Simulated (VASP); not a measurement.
# ZnO (P6_3mc) in VASP: a series of runs

The runs below take ZnO through single point, relaxation of cell and atoms, with LDA.

All numbers are computed with VASP 6.6.1; they aren't measurements. Logs are shortened: lines on timing, memory, paths and dates and some standing lists are left out, and cuts for length are marked.

### 1 The cell of the first run

The structure is hexagonal, space group P6_3mc (No. 186). The conventional cell has a = 3.187 Å, b = 3.187 Å, c = 5.153 Å, α = 90.00°, β = 90.00°, γ = 120.00°. Within 2.6 Å of Zn (site symmetry 3m) lie 4 O at 1.94 to 1.95 Å. Within 2.6 Å of O (site symmetry 3m) lie 4 Zn at 1.94 to 1.95 Å.

### 2 Single point, LDA

Contents of INCAR:

```
SYSTEM = ZnO
ALGO     = Normal         ! electronic algorithm
EDIFF    = 1E-6           ! SCF threshold, eV
ENCUT    = 520            ! plane-wave cutoff, eV
GGA      = CA             ! functional
ISIF     = 2              ! what is computed and relaxed
ISMEAR   = 0              ! smearing method
LASPH    = .TRUE.         ! aspherical terms in the spheres
LCHARG   = .FALSE.        ! write CHGCAR
LREAL    = .FALSE.        ! projectors in reciprocal space
LWAVE    = .FALSE.        ! write WAVECAR
NBANDS   = 26             ! bands
NELM     = 60             ! most SCF steps
PREC     = Accurate       ! precision mode
SIGMA    = 0.02           ! smearing width, eV
```

Contents of KPOINTS:

```
k-points
0
G
  15 15 8
  0 0 0
```

Contents of POSCAR:

```
ZnO
1.0
    3.1873267935      0.0000000000      0.0000000000
   -1.5936633968      2.7603059734      0.0000000000
    0.0000000000      0.0000000000      5.1529337165
Zn O
2 2
Direct
    0.3333333333      0.6666666667      0.0022895060
    0.6666666667      0.3333333333      0.5022895060
    0.3333333333      0.6666666667      0.3807104940
    0.6666666667      0.3333333333      0.8807104940
```

Potentials or basis: VASP PAW LDA potentials, release 64 (Zn, O).

Run with:

```console
cat potpaw_LDA.64/Zn/POTCAR potpaw_LDA.64/O/POTCAR > POTCAR
mpirun -np 1 vasp_std > vasp.out
```

OUTCAR:

```text
SYSTEM = ZnO
   EDIFF = 1E-6
   ENCUT = 520
   GGA = CA
   ISIF = 2
   ISMEAR = 0
   LASPH = .TRUE.
   LREAL = .FALSE.
   NELM = 60
   PREC = Accurate

 ion  position               nearest neighbor table
   1  0.333  0.667  0.002-   4 1.94   4 1.94   4 1.94   3 1.95
   2  0.667  0.333  0.502-   3 1.94   3 1.94   3 1.94   4 1.95
   3  0.333  0.667  0.381-   2 1.94   2 1.94   2 1.94   1 1.95
   4  0.667  0.333  0.881-   1 1.94   1 1.94   1 1.94   2 1.95

  LATTYP: Found a hexagonal cell.
 ALAT       =     3.1873267935
 C/A-ratio  =     1.6166945062

  Lattice vectors:

 A1 = (   3.1873267935,   0.0000000000,   0.0000000000)
 A2 = (  -1.5936633968,   2.7603059734,   0.0000000000)
 A3 = (   0.0000000000,   0.0000000000,   5.1529337165)

Analysis of symmetry for initial positions (statically):
=====================================================================
 Subroutine PRICEL returns:
 Original cell was already a primitive cell.

 Routine SETGRP: Setting up the symmetry group for a
 hexagonal supercell.

 Subroutine GETGRP returns: Found 12 space group operations
 (whereof  6 operations were pure point group operations)
 out of a pool of 24 trial point group operations.

The static configuration has the point symmetry C_3v.
 The point group associated with its full space group is C_6v.

Analysis of symmetry for dynamics (positions and initial velocities):
=====================================================================
 Subroutine PRICEL returns:
 Original cell was already a primitive cell.

 Routine SETGRP: Setting up the symmetry group for a
 hexagonal supercell.

 Subroutine GETGRP returns: Found 12 space group operations
 (whereof  6 operations were pure point group operations)
 out of a pool of 24 trial point group operations.

The dynamic configuration has the point symmetry C_3v.
 The point group associated with its full space group is C_6v.

 Subroutine INISYM returns: Found 12 space group operations
 (whereof  6 operations are pure point group operations),
 and found     1 'primitive' translations

----------------------------------------------------------------------------------------

                                     Primitive cell

  volume of cell :      45.3355

  direct lattice vectors                    reciprocal lattice vectors
     3.187326794  0.000000000  0.000000000     0.313742539  0.181139339  0.000000000
    -1.593663397  2.760305973  0.000000000     0.000000000  0.362278678  0.000000000
     0.000000000  0.000000000  5.152933716     0.000000000  0.000000000  0.194064208

  length of vectors
     3.187326794  3.187326794  5.152933716     0.362278678  0.362278678  0.194064208

  position of ions in fractional coordinates (direct lattice)
     0.333333333  0.666666667  0.002289506
     0.666666667  0.333333333  0.502289506
     0.333333333  0.666666667  0.380710494
     0.666666667  0.333333333  0.880710494

  ion indices of the primitive-cell ions
   primitive index   ion index
                 1           1
                 2           2
                 3           3
                 4           4

----------------------------------------------------------------------------------------

 KPOINTS: k-points

Automatic generation of k-mesh.
 Grid dimensions read from file:
 generate k-points for:   15   15    8

 Generating k-lattice:

  Cartesian coordinates                     Fractional coordinates (reciprocal lattice)
     0.020916169  0.012075956  0.000000000     0.066666667  0.000000000  0.000000000
     0.000000000  0.024151912  0.000000000     0.000000000  0.066666667  0.000000000
     0.000000000  0.000000000  0.024258026     0.000000000  0.000000000  0.125000000

  Length of vectors
     0.024151912  0.024151912  0.024258026

  Shift w.r.t. Gamma in fractional coordinates (k-lattice)
     0.000000000  0.000000000  0.000000000

 Subroutine IBZKPT returns following result:
 ===========================================

 Found    135 irreducible k-points:

 Following reciprocal coordinates:
            Coordinates               Weight
  0.000000  0.000000  0.000000      1.000000
  0.066667  0.000000  0.000000      6.000000
  0.133333  0.000000  0.000000      6.000000
  0.200000  0.000000  0.000000      6.000000
  0.266667  0.000000  0.000000      6.000000
  0.333333  0.000000  0.000000      6.000000
[... 16 lines left out ...]
  0.333333  0.200000  0.000000     12.000000
  0.400000  0.200000  0.000000      6.000000
 [... further k-points ...]
   k-points           NKPTS =    135   k-points in BZ     NKDIM =    135   number of bands    NBANDS=     26
   number of dos      NEDOS =    301   number of ions     NIONS =      4
   total plane-waves  NPLWV =  23040
   dimension x,y,z NGX =    24 NGY =   24 NGZ =   40
   dimension x,y,z NGXF=    48 NGYF=   48 NGZF=   80
   ions per type =               2   2
   NGX,Y,Z   is equivalent  to a cutoff of  12.52, 12.52, 12.90 a.u.
   NGXF,Y,Z  is equivalent  to a cutoff of  25.04, 25.04, 25.81 a.u.
 SYSTEM =  ZnO
   PREC   = accura    normal or accurate (medium, high low for compatibility)
   ISTART =      0    job   : 0-new  1-cont  2-samecut
   ICHARG =      2    charge: 1-file 2-atom 10-const
   ISPIN  =      1    spin polarized calculation?
   LNONCOLLINEAR =      F non collinear calculations
   LSORBIT =      F    spin-orbit coupling
   LASPH  =      T    aspherical Exc in radial PAW
   ENCUT  =  520.0 eV  38.22 Ry    6.18 a.u.   5.93  5.93  9.58*2*pi/ulx,y,z
   NELM   =     60;   NELMIN=  2; NELMDL= -5     # of ELM steps
   EDIFF  = 0.1E-05   stopping-criterion for ELM
   LREAL  =      F    real-space projection
   EDIFFG = 0.1E-04   stopping-criterion for IOM
   NSW    =      0    number of steps for IOM
   IBRION =     -1    ionic relax: 0-MD 1-quasi-New 2-CG
   NFREE  =      0    steps in history (QN), initial steepest desc. (CG)
   ISIF   =      2    stress and relaxation
   ISYM   =      2    0-nonsym 1-usesym 2-fastsym
   POTIM  = 0.5000    time-step for ionic-motion
   TEBEG  =    0.0;   TEEND  =   0.0 temperature during run
   PSTRESS=    0.0 pullay stress
   NELECT =      36.0000    total number of electrons
   NUPDOWN=      -1.0000    fix difference up-down
   EMIN   =  10.00;   EMAX   =-10.00  energy-range for DOS
   EFERMI =   0.00;   METHOD = LEGACY
   ISMEAR =     0;   SIGMA  =   0.02  broadening in eV -4-tet -1-fermi 0-gaus
   EFERMI_NEDOS =   21; number of points for ismear=-14 and -15
   IALGO  =     38    algorithm
   IMIX   =      4    mixing-type and parameters
     AMIX     =   0.40;   BMIX     =  1.00
     AMIX_MAG =   1.60;   BMIX_MAG =  1.00
  volume/ion in A,a.u.               =      11.33        76.48
  Fermi-wavevector in a.u.,A,eV,Ry     =   1.515990  2.864805 31.269240  2.298224
  Thomas-Fermi vector in A             =   2.625439
   LORBIT       =      0    0 simple, 1 ext, 2 COOP (PROOUT), +10 PAW based schemes
   GGA     = CA    functional components
   LHFCALC =     F    Hartree Fock is set to
   AEXX    =    0.0000 exact exchange contribution
   IVDW    =     0    specifies the selected vdW correction
   LEPSILON=     F    determine dielectric tensor
   LRPA    =     F    only Hartree local field effects (RPA)
 non-spin polarized calculation
 Gauss-broadening in eV      SIGMA  =   0.02
  energy-cutoff  :      520.00
  volume of cell :       45.34
 maximum number of plane-waves:      1238
 NGX is ok and might be reduce to    24
   NGX = 11   NGY = 11   NGZ = 19

 number of electron      35.9999983 magnetization

 Free energy of the ion-electron system (eV)
  ---------------------------------------------------
  ext. energy  EPLUGINS =         0.00000000
  ---------------------------------------------------
  free energy    TOTEN  =       -21.15697118 eV

  energy without entropy =      -21.15697118  energy(sigma->0) =      -21.15697118

 E-fermi :   1.4769     XC(G=0): -11.7244

 val. band max:        1.3496608779   @ k =   0.0000   0.0000   0.0000
 cond. band min:       2.1579575386   @ k =   0.0000   0.0000   0.0000
 fundamental gap:      0.8082966607
 Fermi energy:         1.4768963051

 k-point     1 :       0.0000    0.0000    0.0000
  band No.  band energies     occupation
      1     -16.8730      2.00000
      2     -16.0304      2.00000
      3      -4.7737      2.00000
      4      -4.6817      2.00000
      5      -4.6817      2.00000
      6      -4.6435      2.00000
[... 18 lines left out ...]
     25      15.6591      0.00000
     26      15.6591      0.00000

 k-point     2 :       0.0667    0.0000    0.0000
  band No.  band energies     occupation
      1     -16.8440      2.00000
      2     -16.0169      2.00000
      3      -4.7442      2.00000
      4      -4.7071      2.00000
      5      -4.6661      2.00000
      6      -4.6236      2.00000
[... 18 lines left out ...]
     25      15.4719      0.00000
     26      15.7286      0.00000

 k-point     3 :       0.1333    0.0000    0.0000
  band No.  band energies     occupation
      1     -16.7607      2.00000
      2     -15.9802      2.00000
      3      -4.8149      2.00000
      4      -4.6229      2.00000
      5      -4.6139      2.00000
      6      -4.5872      2.00000
[... 18 lines left out ...]
     25      15.5957      0.00000
     26      15.8461      0.00000

 k-point     4 :       0.2000    0.0000    0.0000
  band No.  band energies     occupation
      1     -16.6331      2.00000
      2     -15.9281      2.00000
      3      -4.9245      2.00000
      4      -4.5904      2.00000
      5      -4.5631      2.00000
      6      -4.4940      2.00000
[... 18 lines left out ...]
     25      15.1547      0.00000
     26      15.8173      0.00000

 k-point     5 :       0.2667    0.0000    0.0000
  band No.  band energies     occupation
      1     -16.4771      2.00000
      2     -15.8732      2.00000
      3      -5.0192      2.00000
      4      -4.6264      2.00000
      5      -4.5024      2.00000
      6      -4.3859      2.00000
[... 18 lines left out ...]
     25      14.8484      0.00000
     26      15.6574      0.00000

 k-point     6 :       0.3333    0.0000    0.0000
  band No.  band energies     occupation
      1     -16.3140      2.00000
      2     -15.8292      2.00000
      3      -5.0671      2.00000
      4      -4.6745      2.00000
      5      -4.4545      2.00000
      6      -4.2666      2.00000
[... 427 lines left out ...]
 k-point    21 :       0.2000    0.2000    0.0000
  band No.  band energies     occupation
      1     -16.2755      2.00000
      2     -15.8199      2.00000
      3      -4.8978      2.00000
      4      -4.7354      2.00000
      5      -4.4047      2.00000
      6      -4.3217      2.00000
[... 18 lines left out ...]
     25      13.4013      0.00000
     26      16.4809      0.00000

 k-point    22 :       0.2667    0.2000    0.0000
  band No.  band energies     occupation
      1     -16.1388      2.00000
      2     -15.8023      2.00000
      3      -4.8300      2.00000
      4      -4.7095      2.00000
      5      -4.3773      2.00000
      6      -4.2452      2.00000
[... 18 lines left out ...]
     25      13.1106      0.00000
     26      16.0307      0.00000

 k-point    23 :       0.3333    0.2000    0.0000
  band No.  band energies     occupation
      1     -16.0282      2.00000
      2     -15.8068      2.00000
      3      -4.8208      2.00000
      4      -4.5623      2.00000
      5      -4.3761      2.00000
      6      -4.2012      2.00000
[... 18 lines left out ...]
     25      13.5336      0.00000
     26      15.4133      0.00000

 k-point    24 :       0.4000    0.2000    0.0000
  band No.  band energies     occupation
      1     -15.9796      2.00000
      2     -15.8176      2.00000
      3      -4.8211      2.00000
      4      -4.4416      2.00000
      5      -4.4055      2.00000
      6      -4.1891      2.00000
[... 18 lines left out ...]
     25      14.0842      0.00000
     26      14.9303      0.00000

 [... further k-points ...]

------------------------ aborting loop because EDIFF is reached ----------------------------------------

  FORCE on cell =-STRESS in cart. coord.  units (eV):
  Direction    XX          YY          ZZ          XY          YZ          ZX
  --------------------------------------------------------------------------------------
  -------------------------------------------------------------------------------------
  Total        0.3101116      0.3101116      0.3055864     -0.0000000     -0.0000000      0.0000000
  in kB       10.9594863     10.9594863     10.7995643     -0.0000000     -0.0000000      0.0000000
  external PRESSURE =      10.9061790 kB  Pullay stress =       0.0000000 kB

 VOLUME and BASIS-vectors are now :
 -----------------------------------------------------------------------------
  energy-cutoff  :      520.00
  volume of cell :       45.34
      direct lattice vectors                 reciprocal lattice vectors
     3.187326794  0.000000000  0.000000000     0.313742539  0.181139339  0.000000000
    -1.593663397  2.760305973  0.000000000     0.000000000  0.362278678  0.000000000
     0.000000000  0.000000000  5.152933716     0.000000000  0.000000000  0.194064208

 POSITION                                       TOTAL-FORCE (eV/Angst)
 -----------------------------------------------------------------------------------
     -0.00000      1.84020      0.01180         0.000000     -0.000000      0.001672
      1.59366      0.92010      2.58826        -0.000000      0.000000      0.001672
     -0.00000      1.84020      1.96178        -0.000000      0.000000     -0.001672
      1.59366      0.92010      4.53824         0.000000      0.000000     -0.001672
 -----------------------------------------------------------------------------------
    total drift:                                0.000000      0.000001      0.000501

  FREE ENERGIE OF THE ION-ELECTRON SYSTEM (eV)
  ---------------------------------------------------
  free  energy   TOTEN  =       -21.1569711816 eV

  energy  without entropy=      -21.1569711816  energy(sigma->0) =      -21.15697118
```

It took 96 s on 1 thread of Intel Xeon Platinum 8488C (Sapphire Rapids), shared host; peak memory 0.23 GiB.

Results:

```
Free energy            : -21.1570 eV
Pressure               : 1.1 GPa
Band gap on the k mesh : 0.81 eV
```

[end of part 1 of 2]
